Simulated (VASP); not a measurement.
# HgSe (F-43m) in VASP: further runs, part 2 of 2

VASP 6.6.1.

## (3) Electric field gradients, PBEsol (volume scaled by 0.98)

Input file INCAR:

```
PREC = Accurate ; ENCUT = 400
EDIFF = 1E-8 ; ISMEAR = -1
SIGMA = 0.01 ; LREAL = F
LASPH = T ; NELM = 120
ALGO = Normal ; ISIF = 2
LWAVE = F ; LCHARG = F
GGA = PS ; LEFG = T
NBANDS = 16 ; GGA_COMPAT = F
```

Input file KPOINTS:

```
Automatic mesh
0
Gamma
  8 8 8
```

Input file POSCAR:

```
HgSe
1.0
    0.0000000000      3.0156235471      3.0156235471
    3.0156235471      0.0000000000      3.0156235471
    3.0156235471      3.0156235471      0.0000000000
Hg Se
1 1
Direct
    0.0000000000      0.0000000000      0.0000000000
    0.7500000000      0.7500000000      0.7500000000
```

Potentials or basis: VASP PAW PBE potentials, release 64 (Hg, Se).

On the command line:

```bash
$ cat potpaw_PBE.64/Hg/POTCAR potpaw_PBE.64/Se/POTCAR > POTCAR
$ mpirun -np 1 vasp_std > vasp.out
```

OUTCAR:

```text
PREC = Accurate
   ENCUT = 400
   EDIFF = 1E-8
   ISMEAR = -1
   LREAL = F
   LASPH = T
   NELM = 120
   ISIF = 2
   GGA = PS

 ion  position               nearest neighbor table
   1  0.000  0.000  0.000-   2 2.61   2 2.61   2 2.61   2 2.61
   2  0.750  0.750  0.750-   1 2.61   1 2.61   1 2.61   1 2.61

  LATTYP: Found a face centered cubic cell.
 ALAT       =     6.0312470942

  Lattice vectors:

 A1 = (   0.0000000000,   3.0156235471,   3.0156235471)
 A2 = (   3.0156235471,   0.0000000000,   3.0156235471)
 A3 = (   3.0156235471,   3.0156235471,   0.0000000000)

Analysis of symmetry for initial positions (statically):
=====================================================================
 Subroutine PRICEL returns:
 Original cell was already a primitive cell.

 Routine SETGRP: Setting up the symmetry group for a
 face centered cubic supercell.

 Subroutine GETGRP returns: Found 24 space group operations
 (whereof 24 operations were pure point group operations)
 out of a pool of 48 trial point group operations.

The static configuration has the point symmetry T_d .

Analysis of symmetry for dynamics (positions and initial velocities):
=====================================================================
 Subroutine PRICEL returns:
 Original cell was already a primitive cell.

 Routine SETGRP: Setting up the symmetry group for a
 face centered cubic supercell.

 Subroutine GETGRP returns: Found 24 space group operations
 (whereof 24 operations were pure point group operations)
 out of a pool of 48 trial point group operations.

The dynamic configuration has the point symmetry T_d .

[... 148 lines left out ...]
 cond. band min:       2.4506900327   @ k =   0.1250   0.0000   0.0000
 fundamental gap:      0.5879570556
 Fermi energy:         1.8696643762

 k-point     1 :       0.0000    0.0000    0.0000
  band No.  band energies     occupation
      1     -11.8210      2.00000
      2      -5.4746      2.00000
      3      -5.4746      2.00000
      4      -5.4746      2.00000
      5      -4.6779      2.00000
      6      -4.6779      2.00000
[... 433 lines left out ...]
      3      -5.1791      2.00000
      4      -4.7420      2.00000
      5      -4.6596      2.00000
      6      -4.2782      2.00000
[... 8 lines left out ...]
     15      13.1810      0.00000
     16      14.1050      0.00000

 [... further k-points ...]
[... 5 lines left out ...]
  --------------------------------------------------------------------------------------
  -------------------------------------------------------------------------------------
  Total        1.1320387      1.1320387      1.1320387      0.0000000      0.0000000     -0.0000000
  in kB       33.0681943     33.0681943     33.0681943      0.0000000      0.0000000     -0.0000000
  external PRESSURE =      33.0681943 kB  Pullay stress =       0.0000000 kB

 VOLUME and BASIS-vectors are now :
 -----------------------------------------------------------------------------
  energy-cutoff  :      400.00
  volume of cell :       54.85
      direct lattice vectors                 reciprocal lattice vectors
     0.000000000  3.015623547  3.015623547    -0.165803189  0.165803189  0.165803189
     3.015623547  0.000000000  3.015623547     0.165803189 -0.165803189  0.165803189
     3.015623547  3.015623547  0.000000000     0.165803189  0.165803189 -0.165803189

 POSITION                                       TOTAL-FORCE (eV/Angst)
 -----------------------------------------------------------------------------------
      0.00000      0.00000      0.00000         0.000000     -0.000000      0.000000
      4.52344      4.52344      4.52344        -0.000000      0.000000     -0.000000
 -----------------------------------------------------------------------------------
    total drift:                                0.000000      0.000000      0.000000

  FREE ENERGIE OF THE ION-ELECTRON SYSTEM (eV)
  ---------------------------------------------------
  free  energy   TOTEN  =        -4.7768750615 eV

  energy  without entropy=       -4.7768004698  energy(sigma->0) =       -4.77683777

 Electric field gradients (V/A^2)
---------------------------------------------------------------------
 ion       V_xx      V_yy      V_zz      V_xy      V_xz      V_yz
---------------------------------------------------------------------
   1      -0.000    -0.000    -0.000    -0.001    -0.001    -0.001
   2       0.000     0.000     0.000    -0.000    -0.000    -0.000
---------------------------------------------------------------------

 Electric field gradients after diagonalization (V/A^2)
 (convention: |V_zz| > |V_xx| > |V_yy|)
----------------------------------------------------------------------
 ion       V_xx      V_yy      V_zz     asymmetry (V_yy - V_xx)/ V_zz
----------------------------------------------------------------------
   1       0.001     0.001    -0.001       0.000
   2       0.000     0.000    -0.000       0.000
----------------------------------------------------------------------

           NMR quadrupolar parameters

 Cq : quadrupolar parameter    Cq=e*Q*V_zz/h
 eta: asymmetry parameters     (V_yy - V_xx)/ V_zz
 Q  : nuclear electric quadrupole moment in mb (millibarn)
----------------------------------------------------------------------
 ion       Cq(MHz)       eta       Q (mb)
----------------------------------------------------------------------
   1      -0.000       0.000       1.000
   2      -0.000       0.000       1.000
----------------------------------------------------------------------
```

OSZICAR:

```text
N       E                     dE             d eps       ncg     rms          rms(c)
DAV:   1     0.934793450364E+02    0.93479E+02   -0.73398E+03   960   0.809E+02
DAV:   2    -0.202583931384E+01   -0.95505E+02   -0.89874E+02  1144   0.220E+02
DAV:   3    -0.508381714398E+01   -0.30580E+01   -0.30531E+01  1104   0.407E+01
DAV:   4    -0.509443310169E+01   -0.10616E-01   -0.10616E-01  1184   0.244E+00
DAV:   5    -0.509448732433E+01   -0.54223E-04   -0.54222E-04  1144   0.153E-01    0.842E+00
DAV:   6    -0.479448149988E+01    0.30001E+00   -0.50141E-01  1344   0.104E+01    0.651E+00
DAV:   7    -0.477948600116E+01    0.14995E-01   -0.11794E-01  1040   0.253E+00    0.280E+00
DAV:   8    -0.477712030365E+01    0.23657E-02   -0.15978E-02  1104   0.154E+00    0.195E-01
DAV:   9    -0.477687246746E+01    0.24784E-03   -0.13577E-03  1144   0.530E-01    0.651E-02
DAV:  10    -0.477686971941E+01    0.27480E-05   -0.10687E-04  1160   0.111E-01    0.290E-02
DAV:  11    -0.477687777923E+01   -0.80598E-05   -0.41827E-05  1168   0.779E-02    0.240E-02
DAV:  12    -0.477687510529E+01    0.26739E-05   -0.88756E-06  1136   0.420E-02    0.698E-03
DAV:  13    -0.477687507006E+01    0.35230E-07   -0.68835E-07  1088   0.511E-03    0.524E-03
DAV:  14    -0.477687506447E+01    0.55916E-08   -0.27920E-07  1032   0.678E-03    0.511E-04
DAV:  15    -0.477687506154E+01    0.29352E-08   -0.42713E-08  1192   0.133E-03
   1 F= -.47768751E+01 E0= -.47768378E+01  d E =-.745917E-04
```

It took 48 s on 1 thread of AMD EPYC 7R13, shared host; peak memory 0.13 GiB.

What came out:

```yaml
Free_energy: -4.7769 eV
Pressure: 3.3 GPa
Band_gap_on_the_k_mesh: zero (filled and empty bands touch)
```

Caveat: without QUAD_EFG the Cq values of the log hold for a quadrupole moment of 1 mb, not for the nuclei; the PAW data sets were made with another functional, which shifts forces and pressure a little; spin-orbit coupling is left out, which moves the levels of the heavy elements.

## (4) Electric field gradients, PBEsol (volume scaled by 1.01)

Input file INCAR:

```
SYSTEM = HgSe
PREC = Accurate
ENCUT = 400
EDIFF = 1E-8
ISMEAR = -1
SIGMA = 0.01
LREAL = .FALSE.
LASPH = .TRUE.
NELM = 120
ALGO = Normal
ISIF = 2
LWAVE = .FALSE.
LCHARG = .FALSE.
GGA = PS
LEFG = .TRUE.
NBANDS = 16
GGA_COMPAT = .FALSE.
```

Input file KPOINTS:

```
regular mesh
0
G
  8 8 8
  0 0 0
```

Input file POSCAR:

```
HgSe
1.0
    0.0000000000      3.0460864528      3.0460864528
    3.0460864528      0.0000000000      3.0460864528
    3.0460864528      3.0460864528      0.0000000000
Hg Se
1 1
Direct
    0.0000000000      0.0000000000      0.0000000000
    0.7500000000      0.7500000000      0.7500000000
```

Potentials or basis: VASP PAW PBE potentials, release 64 (Hg, Se).

On the command line:

```bash
$ cat potpaw_PBE.64/Hg/POTCAR potpaw_PBE.64/Se/POTCAR > POTCAR
$ mpirun -np 1 vasp_std > vasp.out
```

OUTCAR:

```text
SYSTEM = HgSe
   PREC = Accurate
   ENCUT = 400
   EDIFF = 1E-8
   ISMEAR = -1
   LREAL = .FALSE.
   LASPH = .TRUE.
   NELM = 120
   ISIF = 2
   GGA = PS

 ion  position               nearest neighbor table
   1  0.000  0.000  0.000-   2 2.64   2 2.64   2 2.64   2 2.64
   2  0.750  0.750  0.750-   1 2.64   1 2.64   1 2.64   1 2.64

  LATTYP: Found a face centered cubic cell.
 ALAT       =     6.0921729056

  Lattice vectors:

 A1 = (   0.0000000000,   3.0460864528,   3.0460864528)
 A2 = (   3.0460864528,   0.0000000000,   3.0460864528)
 A3 = (   3.0460864528,   3.0460864528,   0.0000000000)

Analysis of symmetry for initial positions (statically):
=====================================================================
 Subroutine PRICEL returns:
 Original cell was already a primitive cell.

 Routine SETGRP: Setting up the symmetry group for a
 face centered cubic supercell.

 Subroutine GETGRP returns: Found 24 space group operations
 (whereof 24 operations were pure point group operations)
 out of a pool of 48 trial point group operations.

The static configuration has the point symmetry T_d .

Analysis of symmetry for dynamics (positions and initial velocities):
=====================================================================
 Subroutine PRICEL returns:
 Original cell was already a primitive cell.

 Routine SETGRP: Setting up the symmetry group for a
 face centered cubic supercell.

 Subroutine GETGRP returns: Found 24 space group operations
 (whereof 24 operations were pure point group operations)
 out of a pool of 48 trial point group operations.

The dynamic configuration has the point symmetry T_d .

 Subroutine INISYM returns: Found 24 space group operations
 (whereof 24 operations are pure point group operations),
 and found     1 'primitive' translations

----------------------------------------------------------------------------------------

                                     Primitive cell

  volume of cell :      56.5271

  direct lattice vectors                    reciprocal lattice vectors
     0.000000000  3.046086453  3.046086453    -0.164145046  0.164145046  0.164145046
     3.046086453  0.000000000  3.046086453     0.164145046 -0.164145046  0.164145046
     3.046086453  3.046086453  0.000000000     0.164145046  0.164145046 -0.164145046

  length of vectors
     4.307816774  4.307816774  4.307816774     0.284307559  0.284307559  0.284307559

  position of ions in fractional coordinates (direct lattice)
     0.000000000  0.000000000  0.000000000
     0.750000000  0.750000000  0.750000000

  ion indices of the primitive-cell ions
   primitive index   ion index
                 1           1
                 2           2

----------------------------------------------------------------------------------------

 KPOINTS: regular mesh

Automatic generation of k-mesh.
 Grid dimensions read from file:
 generate k-points for:    8    8    8

 Generating k-lattice:

  Cartesian coordinates                     Fractional coordinates (reciprocal lattice)
    -0.020518131  0.020518131  0.020518131     0.125000000  0.000000000  0.000000000
[... 64 lines left out ...]
   NFREE  =      0    steps in history (QN), initial steepest desc. (CG)
   ISIF   =      2    stress and relaxation
   ISYM   =      2    0-nonsym 1-usesym 2-fastsym
   POTIM  = 0.5000    time-step for ionic-motion
   TEBEG  =    0.0;   TEEND  =   0.0 temperature during run
   PSTRESS=    0.0 pullay stress
   NELECT =      18.0000    total number of electrons
   NUPDOWN=      -1.0000    fix difference up-down
   EMIN   =  10.00;   EMAX   =-10.00  energy-range for DOS
   EFERMI =   0.00;   METHOD = LEGACY
   ISMEAR =    -1;   SIGMA  =   0.01  broadening in eV -4-tet -1-fermi 0-gaus
   EFERMI_NEDOS =   21; number of points for ismear=-14 and -15
   IALGO  =     38    algorithm
   IMIX   =      4    mixing-type and parameters
     AMIX     =   0.40;   BMIX     =  1.00
     AMIX_MAG =   1.60;   BMIX_MAG =  1.00
  volume/ion in A,a.u.               =      28.26       190.73
  Fermi-wavevector in a.u.,A,eV,Ry     =   1.117927  2.112576 17.004027  1.249761
  Thomas-Fermi vector in A             =   2.254554
   LORBIT       =      0    0 simple, 1 ext, 2 COOP (PROOUT), +10 PAW based schemes
   GGA     = PS    functional components
   LHFCALC =     F    Hartree Fock is set to
   AEXX    =    0.0000 exact exchange contribution
   IVDW    =     0    specifies the selected vdW correction
   LEPSILON=     F    determine dielectric tensor
   LRPA    =     F    only Hartree local field effects (RPA)
 non-spin polarized calculation
  energy-cutoff  :      400.00
  volume of cell :       56.53
 maximum number of plane-waves:      1036
   NGX = 13   NGY = 13   NGZ = 13

 number of electron      18.0000003 magnetization

 Free energy of the ion-electron system (eV)
  ---------------------------------------------------
  ext. energy  EPLUGINS =         0.00000000
  ---------------------------------------------------
  free energy    TOTEN  =        -4.80198520 eV

  energy without entropy =       -4.80191060  energy(sigma->0) =       -4.80194790

 E-fermi :   1.5727     XC(G=0):  -9.2331

 val. band max:        1.5657337788   @ k =   0.0000   0.0000   0.0000
 cond. band min:       2.1356199578   @ k =   0.1250   0.0000   0.0000
 fundamental gap:      0.5698861790
 Fermi energy:         1.5726651905

 k-point     1 :       0.0000    0.0000    0.0000
  band No.  band energies     occupation
      1     -11.8945      2.00000
      2      -5.5810      2.00000
      3      -5.5810      2.00000
      4      -5.5810      2.00000
      5      -4.8372      2.00000
      6      -4.8372      2.00000
[... 433 lines left out ...]
      3      -5.3031      2.00000
      4      -4.8923      2.00000
      5      -4.8189      2.00000
      6      -4.4553      2.00000
[... 8 lines left out ...]
     15      12.8460      0.00000
     16      13.7302      0.00000

 [... further k-points ...]
[... 5 lines left out ...]
  --------------------------------------------------------------------------------------
  -------------------------------------------------------------------------------------
  Total        0.4950959      0.4950959      0.4950959      0.0000000      0.0000000     -0.0000000
  in kB       14.0327645     14.0327645     14.0327645      0.0000000      0.0000000     -0.0000000
  external PRESSURE =      14.0327645 kB  Pullay stress =       0.0000000 kB

 VOLUME and BASIS-vectors are now :
 -----------------------------------------------------------------------------
  energy-cutoff  :      400.00
  volume of cell :       56.53
      direct lattice vectors                 reciprocal lattice vectors
     0.000000000  3.046086453  3.046086453    -0.164145046  0.164145046  0.164145046
     3.046086453  0.000000000  3.046086453     0.164145046 -0.164145046  0.164145046
     3.046086453  3.046086453  0.000000000     0.164145046  0.164145046 -0.164145046

 POSITION                                       TOTAL-FORCE (eV/Angst)
 -----------------------------------------------------------------------------------
      0.00000      0.00000      0.00000         0.000000      0.000000      0.000000
      4.56913      4.56913      4.56913        -0.000000     -0.000000     -0.000000
 -----------------------------------------------------------------------------------
    total drift:                                0.000000      0.000000      0.000000

  FREE ENERGIE OF THE ION-ELECTRON SYSTEM (eV)
  ---------------------------------------------------
  free  energy   TOTEN  =        -4.8019851957 eV

  energy  without entropy=       -4.8019106036  energy(sigma->0) =       -4.80194790

 Electric field gradients (V/A^2)
---------------------------------------------------------------------
 ion       V_xx      V_yy      V_zz      V_xy      V_xz      V_yz
---------------------------------------------------------------------
   1      -0.000     0.000    -0.000    -0.001    -0.001    -0.001
   2       0.000    -0.000     0.000     0.000     0.000     0.000
---------------------------------------------------------------------

 Electric field gradients after diagonalization (V/A^2)
 (convention: |V_zz| > |V_xx| > |V_yy|)
----------------------------------------------------------------------
 ion       V_xx      V_yy      V_zz     asymmetry (V_yy - V_xx)/ V_zz
----------------------------------------------------------------------
   1       0.001     0.001    -0.002       0.000
   2      -0.000    -0.000     0.000       0.000
----------------------------------------------------------------------

           NMR quadrupolar parameters

 Cq : quadrupolar parameter    Cq=e*Q*V_zz/h
 eta: asymmetry parameters     (V_yy - V_xx)/ V_zz
 Q  : nuclear electric quadrupole moment in mb (millibarn)
----------------------------------------------------------------------
 ion       Cq(MHz)       eta       Q (mb)
----------------------------------------------------------------------
   1      -0.000       0.000       1.000
   2       0.000       0.000       1.000
----------------------------------------------------------------------
```

stdout:

```text
POSCAR found type information on POSCAR HgSe
 POSCAR found :  2 types and       2 ions
 scaLAPACK will be used
 -----------------------------------------------------------------------------
|                                                                             |
|                                                                             |
|     You enforced a specific xc type in the INCAR file but a different       |
|     I HOPE YOU KNOW WHAT YOU ARE DOING!                                     |
|                                                                             |
 -----------------------------------------------------------------------------

 LDA part: xc-table for (Slater+PW92), standard interpolation
 POSCAR, INCAR and KPOINTS ok, starting setup
 FFT: planning ... GRIDC
 FFT: planning ... GRID_SOFT
 FFT: planning ... GRID
 WAVECAR not read
 entering main loop
ion   1

ion   2
```

It took 50 s on 1 thread of AMD EPYC 7R13, shared host; peak memory 0.13 GiB.

What came out:

```
Free energy            : -4.8020 eV
Pressure               : 1.4 GPa
Band gap on the k mesh : zero (filled and empty bands touch)
```

Caveat: without QUAD_EFG the Cq values of the log hold for a quadrupole moment of 1 mb, not for the nuclei; the PAW data sets were made with another functional, which shifts forces and pressure a little; spin-orbit coupling is left out, which moves the levels of the heavy elements.

## (5) Summary

| cell | gap on the mesh (eV) | pressure (GPa) |
| --- | --- | --- |
| a = 4.206 Å, angles 60.0°, 2 atoms | none | 6.4 |
| a = 4.265 Å, angles 60.0°, 2 atoms | none | 3.3 |
| a = 4.308 Å, angles 60.0°, 2 atoms | none | 1.4 |

Alike in all rows: task electric field gradients; level PBEsol; potentials or basis VASP PAW PBE potentials, release 64 (Hg, Se); no spin polarisation; k mesh 8 × 8 × 8; cutoff (eV) 400; smearing fermi-dirac 0.01 eV.

Caveats: the PAW data sets were made with another functional, which shifts forces and pressure a little; spin-orbit coupling is left out, which moves the levels of the heavy elements.

Absolute energies hang on the potentials; compare differences alone.
